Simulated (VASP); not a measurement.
# Ag (Fmmm) in VASP: a series of runs

The runs below take Ag through single point, with PBEsol.

Everything below comes from runs of VASP 6.6.1. Logs are shortened: lines on timing, memory, paths and dates and some standing lists are left out, and cuts for length are marked.

**1. The cell of the first run**

Symmetry: Fmmm, No. 69, orthorhombic system. The conventional cell has a = 3.311 Å, b = 4.542 Å, c = 4.823 Å, α = 90.00°, β = 90.00°, γ = 90.00°. Within 3.7 Å of Ag (site symmetry mmm) lie 14 Ag at 2.81 to 3.31 Å.

**2. Single point, PBEsol (strain -0.0600 x Voigt [0, 0, 0, 0, 1, 0])**

Input file INCAR:

```
ALGO = Fast
EDIFF = 1E-6
ENCUT = 520
GGA = PS
ISIF = 2
ISMEAR = 0
LASPH = True
LCHARG = False
LREAL = False
LWAVE = False
NBANDS = 12
NELM = 80
PREC = Accurate
SIGMA = 0.15
```

Input file KPOINTS:

```
k-points
0
Gamma
  20 20 20
```

Input file POSCAR:

```
Ag
1.0
   -1.7053236200      1.6556540000      1.7053236200
    1.6059843800     -1.6556540000      1.6059843800
    1.7053236200      1.6556540000     -1.7053236200
Ag
1
Direct
    0.0000000000      0.0000000000      0.0000000000
```

Potentials or basis: VASP PAW PBE potentials, release 64 (Ag).

Started as:

```console
> cat potpaw_PBE.64/Ag/POTCAR > POTCAR
> mpirun -np 1 vasp_std > vasp.out
```

OUTCAR:

```text
EDIFF = 1E-6
   ENCUT = 520
   GGA = PS
   ISIF = 2
   ISMEAR = 0
   LASPH = True
   LREAL = False
   NELM = 80
   PREC = Accurate

 ion  position               nearest neighbor table
   1  0.000  0.000  0.000-

  LATTYP: Found a face centered orthorhombic cell.
 ALAT       =     3.3113080000
 B/A-ratio  =     1.3717871555
 C/A-ratio  =     1.4566399692

  Lattice vectors:

 A1 = (   3.3113080000,   0.0000000000,  -0.0993392400)
 A2 = (   1.7053236200,   1.6556540000,  -1.7053236200)
 A3 = (   1.6059843800,   1.6556540000,   1.6059843800)

Analysis of symmetry for initial positions (statically):
=====================================================================
 Subroutine PRICEL returns:
 Original cell was already a primitive cell.

 Routine SETGRP: Setting up the symmetry group for a
 face centered orthorhombic supercell.

 Subroutine GETGRP returns: Found  8 space group operations
 (whereof  8 operations were pure point group operations)
 out of a pool of  8 trial point group operations.

The static configuration has the point symmetry D_2h.

Analysis of symmetry for dynamics (positions and initial velocities):
=====================================================================
 Subroutine PRICEL returns:
 Original cell was already a primitive cell.

 Routine SETGRP: Setting up the symmetry group for a
 face centered orthorhombic supercell.

 Subroutine GETGRP returns: Found  8 space group operations
 (whereof  8 operations were pure point group operations)
 out of a pool of  8 trial point group operations.

The dynamic configuration has the point symmetry D_2h.

 Subroutine INISYM returns: Found  8 space group operations
 (whereof  8 operations are pure point group operations),
 and found     1 'primitive' translations

----------------------------------------------------------------------------------------

                                     Primitive cell

  volume of cell :      18.1375

  direct lattice vectors                    reciprocal lattice vectors
    -1.705323620  1.655654000  1.705323620     0.009068025  0.301995465  0.302267506
     1.605984380 -1.655654000  1.605984380     0.311335531  0.000000000  0.311335531
     1.705323620  1.655654000 -1.705323620     0.302267506  0.301995465  0.009068025

  length of vectors
     2.925311516  2.810615916  2.925311516     0.427374701  0.440294931  0.427374701

  position of ions in fractional coordinates (direct lattice)
     0.000000000  0.000000000  0.000000000

  ion indices of the primitive-cell ions
   primitive index   ion index
                 1           1

----------------------------------------------------------------------------------------

 KPOINTS: k-points

Automatic generation of k-mesh.
 Grid dimensions read from file:
 generate k-points for:   20   20   20

 Generating k-lattice:

  Cartesian coordinates                     Fractional coordinates (reciprocal lattice)
     0.000453401  0.015099773  0.015113375     0.050000000  0.000000000  0.000000000
     0.015566777  0.000000000  0.015566777     0.000000000  0.050000000  0.000000000
     0.015113375  0.015099773  0.000453401    -0.000000000  0.000000000  0.050000000

  Length of vectors
     0.021368735  0.022014747  0.021368735

  Shift w.r.t. Gamma in fractional coordinates (k-lattice)
     0.000000000  0.000000000  0.000000000

 Subroutine IBZKPT returns following result:
 ===========================================

 Found   1166 irreducible k-points:

 Following reciprocal coordinates:
            Coordinates               Weight
  0.000000  0.000000  0.000000      1.000000
  0.050000  0.000000 -0.000000      8.000000
  0.100000  0.000000  0.000000      8.000000
  0.150000  0.000000  0.000000      8.000000
  0.200000  0.000000  0.000000      8.000000
  0.250000  0.000000 -0.000000      8.000000
[... 16 lines left out ...]
 -0.450000  0.050000  0.000000      8.000000
 -0.400000  0.050000  0.000000      8.000000
 [... further k-points ...]
   k-points           NKPTS =   1166   k-points in BZ     NKDIM =   1166   number of bands    NBANDS=     12
   number of dos      NEDOS =    301   number of ions     NIONS =      1
   total plane-waves  NPLWV =  13824
   dimension x,y,z NGX =    24 NGY =   24 NGZ =   24
   dimension x,y,z NGXF=    48 NGYF=   48 NGZF=   48
   ions per type =               1
   NGX,Y,Z   is equivalent  to a cutoff of  13.64, 14.20, 13.64 a.u.
   NGXF,Y,Z  is equivalent  to a cutoff of  27.28, 28.39, 27.28 a.u.
 SYSTEM =  unknown system
   PREC   = accura    normal or accurate (medium, high low for compatibility)
   ISTART =      0    job   : 0-new  1-cont  2-samecut
   ICHARG =      2    charge: 1-file 2-atom 10-const
   ISPIN  =      1    spin polarized calculation?
   LNONCOLLINEAR =      F non collinear calculations
   LSORBIT =      F    spin-orbit coupling
   LASPH  =      T    aspherical Exc in radial PAW
   ENCUT  =  520.0 eV  38.22 Ry    6.18 a.u.   5.44  5.23  5.44*2*pi/ulx,y,z
   NELM   =     80;   NELMIN=  2; NELMDL= -5     # of ELM steps
   EDIFF  = 0.1E-05   stopping-criterion for ELM
   LREAL  =      F    real-space projection
   EDIFFG = 0.1E-04   stopping-criterion for IOM
   NSW    =      0    number of steps for IOM
   IBRION =     -1    ionic relax: 0-MD 1-quasi-New 2-CG
   NFREE  =      0    steps in history (QN), initial steepest desc. (CG)
   ISIF   =      2    stress and relaxation
   ISYM   =      2    0-nonsym 1-usesym 2-fastsym
   POTIM  = 0.5000    time-step for ionic-motion
   TEBEG  =    0.0;   TEEND  =   0.0 temperature during run
   PSTRESS=    0.0 pullay stress
   NELECT =      11.0000    total number of electrons
   NUPDOWN=      -1.0000    fix difference up-down
   EMIN   =  10.00;   EMAX   =-10.00  energy-range for DOS
   EFERMI =   0.00;   METHOD = LEGACY
   ISMEAR =     0;   SIGMA  =   0.15  broadening in eV -4-tet -1-fermi 0-gaus
   EFERMI_NEDOS =   21; number of points for ismear=-14 and -15
   IALGO  =     68    algorithm
   IMIX   =      4    mixing-type and parameters
     AMIX     =   0.40;   BMIX     =  1.00
     AMIX_MAG =   1.60;   BMIX_MAG =  1.00
  volume/ion in A,a.u.               =      18.14       122.40
  Fermi-wavevector in a.u.,A,eV,Ry     =   1.385734  2.618657 26.126700  1.920258
  Thomas-Fermi vector in A             =   2.510116
   LORBIT       =      0    0 simple, 1 ext, 2 COOP (PROOUT), +10 PAW based schemes
   GGA     = PS    functional components
   LHFCALC =     F    Hartree Fock is set to
   AEXX    =    0.0000 exact exchange contribution
   IVDW    =     0    specifies the selected vdW correction
   LEPSILON=     F    determine dielectric tensor
   LRPA    =     F    only Hartree local field effects (RPA)
 non-spin polarized calculation
 RMM-DIIS sequential band-by-band and
 Gauss-broadening in eV      SIGMA  =   0.15
  energy-cutoff  :      520.00
  volume of cell :       18.14
 maximum number of plane-waves:       501
 NGX is ok and might be reduce to    24
   NGX = 11   NGY = 11   NGZ = 11

 number of electron      11.0000001 magnetization

 Free energy of the ion-electron system (eV)
  ---------------------------------------------------
  ext. energy  EPLUGINS =         0.00000000
  ---------------------------------------------------
  free energy    TOTEN  =        -3.22953784 eV

  energy without entropy =       -3.22556095  energy(sigma->0) =       -3.22754939

 E-fermi :   7.4222     XC(G=0): -12.0448

 val. band max:        7.4217506282   @ k =   0.5000   0.0000   0.1000
 cond. band min:       7.4222450107   @ k =   0.2000   0.1500   0.1500
 fundamental gap:      0.0004943825
 Fermi energy:         7.4221544845

 k-point     1 :       0.0000    0.0000    0.0000
  band No.  band energies     occupation
      1       0.0255      2.00000
      2       2.4958      2.00000
      3       2.7105      2.00000
      4       2.9660      2.00000
      5       3.9648      2.00000
      6       3.9880      2.00000
      7      24.4790      0.00000
      8      25.1429      0.00000
      9      25.5728      0.00000
     10      29.7327      0.00000
     11      30.4729      0.00000
     12      30.6720      0.00000

 k-point     2 :       0.0500    0.0000   -0.0000
  band No.  band energies     occupation
      1       0.1046      2.00000
      2       2.5059      2.00000
      3       2.7238      2.00000
      4       2.9713      2.00000
      5       3.9471      2.00000
      6       3.9851      2.00000
      7      24.4463      0.00000
      8      25.0035      0.00000
      9      25.5308      0.00000
     10      28.9686      0.00000
     11      29.4027      0.00000
     12      30.6351      0.00000

 k-point     3 :       0.1000    0.0000    0.0000
  band No.  band energies     occupation
      1       0.3357      2.00000
      2       2.5168      2.00000
      3       2.7572      2.00000
      4       3.0134      2.00000
      5       3.8960      2.00000
      6       3.9843      2.00000
      7      24.0576      0.00000
      8      24.5766      0.00000
      9      25.4799      0.00000
     10      27.9200      0.00000
     11      28.4567      0.00000
     12      29.5504      0.00000
[... 286 lines left out ...]
 k-point    23 :      -0.4500    0.0500    0.0000
  band No.  band energies     occupation
      1       1.4632      2.00000
      2       2.0700      2.00000
      3       3.8731      2.00000
      4       4.0171      2.00000
      5       4.6112      2.00000
      6       6.5349      2.00000
      7      12.6274      0.00000
      8      20.2944      0.00000
      9      21.4879      0.00000
     10      26.2730      0.00000
     11      28.6720      0.00000
     12      31.4004      0.00000

 k-point    24 :      -0.4000    0.0500    0.0000
  band No.  band energies     occupation
      1       1.5290      2.00000
      2       2.1317      2.00000
      3       3.8290      2.00000
      4       4.0036      2.00000
      5       4.3399      2.00000
      6       5.4861      2.00000
      7      14.2674      0.00000
      8      20.7010      0.00000
      9      21.9530      0.00000
     10      26.1981      0.00000
     11      28.6267      0.00000
     12      31.2899      0.00000

 [... further k-points ...]
[... 5 lines left out ...]
  --------------------------------------------------------------------------------------
  -------------------------------------------------------------------------------------
  Total       -0.7949913     -0.7740229     -0.7949913      0.0000000     -0.0000000      0.2627660
  in kB      -70.2255714    -68.3733223    -70.2255714      0.0000000     -0.0000000     23.2114342
  external PRESSURE =     -69.6081550 kB  Pullay stress =       0.0000000 kB

 VOLUME and BASIS-vectors are now :
 -----------------------------------------------------------------------------
  energy-cutoff  :      520.00
  volume of cell :       18.14
      direct lattice vectors                 reciprocal lattice vectors
    -1.705323620  1.655654000  1.705323620     0.009068025  0.301995465  0.302267506
     1.605984380 -1.655654000  1.605984380     0.311335531  0.000000000  0.311335531
     1.705323620  1.655654000 -1.705323620     0.302267506  0.301995465  0.009068025

 POSITION                                       TOTAL-FORCE (eV/Angst)
 -----------------------------------------------------------------------------------
      0.00000      0.00000      0.00000        -0.000000      0.000000      0.000000
 -----------------------------------------------------------------------------------
    total drift:                                0.000000      0.000000      0.000000

  FREE ENERGIE OF THE ION-ELECTRON SYSTEM (eV)
  ---------------------------------------------------
  free  energy   TOTEN  =        -3.2295378350 eV

  energy  without entropy=       -3.2255609481  energy(sigma->0) =       -3.22754939
```

Run time: 2.9 min. Hardware: 1 thread of AMD EPYC 7R13 (Zen 3), shared host; peak memory 0.31 GiB.

Results:

```yaml
Free_energy: -3.2295 eV
Pressure: -7.0 GPa
```

Caveat: the cell differs from its parent crystal (strain -0.0600 x Voigt [0, 0, 0, 0, 1, 0]); the PAW data sets were made with another functional, which shifts forces and pressure a little.

**3. Single point, PBEsol (strain +0.0450 x Voigt [0, 0, 0, 0, 1, 0])**

Input file INCAR:

```
SYSTEM = Ag
PREC     = Accurate       ! precision mode
ENCUT    = 520            ! plane-wave cutoff, eV
EDIFF    = 1E-6           ! SCF threshold, eV
ISMEAR   = 0              ! smearing method
SIGMA    = 0.15           ! smearing width, eV
LREAL    = .FALSE.        ! projectors in reciprocal space
LASPH    = .TRUE.         ! aspherical terms in the spheres
NELM     = 60             ! most SCF steps
ALGO     = Fast           ! electronic algorithm
ISIF     = 2              ! what is computed and relaxed
LWAVE    = .FALSE.        ! write WAVECAR
LCHARG   = .TRUE.         ! write CHGCAR
GGA      = PS             ! functional
LELF     = .TRUE.         ! ELF
LVHAR    = .TRUE.       
NBANDS   = 12             ! bands
```

Input file KPOINTS:

```
Automatic mesh
0
G
  20 20 20
  0 0 0
```

Input file POSCAR:

```
Ag
1.0
   -1.6184017850      1.6556540000      1.6184017850
    1.6929062150     -1.6556540000      1.6929062150
    1.6184017850      1.6556540000     -1.6184017850
Ag
1
Direct
    0.0000000000      0.0000000000      0.0000000000
```

Potentials or basis: VASP PAW PBE potentials, release 64 (Ag).

Started as:

```console
> cat potpaw_PBE.64/Ag/POTCAR > POTCAR
> mpirun -np 1 vasp_std > vasp.out
```

Run time: 2.7 min. Hardware: 1 thread of AMD EPYC 7R13 (Zen 3), shared host; peak memory 0.31 GiB.

It converged, with:

```yaml
Free_energy: -3.2326 eV
Pressure: -7.1 GPa
```

Stress tensor (GPa, compression positive):
```
-7.13  0.00 -1.64
 0.00 -7.04  0.00
-1.64  0.00 -7.13
```

Levels at points of the mesh, in eV from the Fermi level:
| k point | band 2 | band 3 | band 4 | band 5 | band 6 | band 7 | band 8 | band 9 |
| --- | --- | --- | --- | --- | --- | --- | --- | --- |
| (0.00, 0.00, 0.00) | -4.86 | -4.69 | -4.50 | -3.45 | -3.44 | 17.24 | 17.72 | 18.06 |
| (0.50, 0.00, 0.00) | -5.39 | -3.51 | -3.35 | -2.55 | 0.02 | 3.79 | 12.77 | 14.20 |
| (0.00, 0.50, 0.00) | -5.48 | -3.45 | -3.26 | -2.63 | -0.23 | 3.32 | 13.32 | 14.24 |
| (0.50, 0.00, 0.50) | -5.30 | -3.56 | -3.45 | -2.46 | 0.28 | 4.25 | 12.82 | 13.51 |
| (0.50, 0.50, 0.50) | -5.96 | -2.90 | -2.77 | -2.63 | 6.60 | 6.66 | 6.75 | 11.94 |

Caveat: the cell differs from its parent crystal (strain +0.0450 x Voigt [0, 0, 0, 0, 1, 0]); the PAW data sets were made with another functional, which shifts forces and pressure a little.

[end of part 1 of 3]
